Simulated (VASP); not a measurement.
Here is a VASP 6.6.1 calculation.

File INCAR:

```
SYSTEM = ZnO
ALGO = Normal
EDIFF = 1E-6
ENCUT = 520
GGA = PE
ISIF = 2
ISMEAR = -1
LASPH = .True.
LCHARG = .False.
LREAL = .False.
LWAVE = .False.
NBANDS = 26
NELM = 100
PREC = Accurate
SIGMA = 0.05
```

KPOINTS

```
k-points
0
Gamma
  7 7 4
  0 0 0
```

The input POSCAR:

```
ZnO
1.0
    3.2493987200      0.0000000000      0.0000000000
   -1.6246993600      2.8140618400      0.0000000000
    0.0000000000      0.0000000000      5.2038000000
Zn O
2 2
Direct
    0.3333333300      0.6666666700      0.0000000000
    0.6666666700      0.3333333300      0.5000000000
    0.3333333300      0.6666666700      0.3830000000
    0.6666666700      0.3333333300      0.8830000000
```

Potentials or basis: VASP PAW PBE potentials, release 64 (Zn, O).

The run is started by

```bash
$ cat potpaw_PBE.64/Zn/POTCAR potpaw_PBE.64/O/POTCAR > POTCAR
$ mpirun -np 1 vasp_std > vasp.out
```

**Question.** Estimate the largest force.

**Answer.** 0.063 eV/Å.

**Question.** What does it give for the pressure?

**Answer.** 6.0 GPa.

**Question.** What does it give for the band gap on the k mesh?

**Answer.** 0.79 eV, direct.

Forces in eV/Å, atoms in the order of the input:
```
Zn   0.000  0.000  0.063
Zn   0.000  0.000  0.063
O    0.000  0.000 -0.063
O    0.000  0.000 -0.063
```

PBE gaps usually lie below the measured ones, often by a third to a half.
